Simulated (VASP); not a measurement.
Al, 4 atoms in the cell. It takes space group P6_3/mmc (No. 194, hexagonal). The conventional cell has a = 2.807 Å, b = 2.807 Å, c = 9.289 Å, α = 90.00°, β = 90.00°, γ = 120.00°. Within 3.7 Å of Al (site symmetry -3m) lie 12 Al at 2.81 to 2.83 Å. Al (site symmetry -6m2) has 12 Al at 2.81 to 2.83 Å within 3.7 Å. 

- Program: VASP 6.6.1
- Task: single point
- Functional: PBEsol
- Potentials or basis: VASP PAW PBE potentials, release 64 (Al)
- Cutoff: 520 eV
- k mesh: 9 × 9 × 3
- Occupations: fermi-dirac, width 0.1 eV
- Spin: no spin polarisation
- Dipole correction: no
- Further INCAR settings: ALGO = Normal; EDIFF = 1e-07; NBANDS = 14

Potentials or basis: VASP PAW PBE potentials, release 64 (Al).

Launch:

```sh
$ cat potpaw_PBE.64/Al/POTCAR > POTCAR
$ mpirun -np 1 vasp_std > vasp.out
```

Hardware: 1 thread of AMD EPYC 7R13 (shared host).

Problem. How long does it take, and how much memory?

Solution. Wall time 52 s on 1 thread of AMD EPYC 7R13, on a shared host, peak memory 0.15 GiB. Counts: scf iterations 13, k points 24.
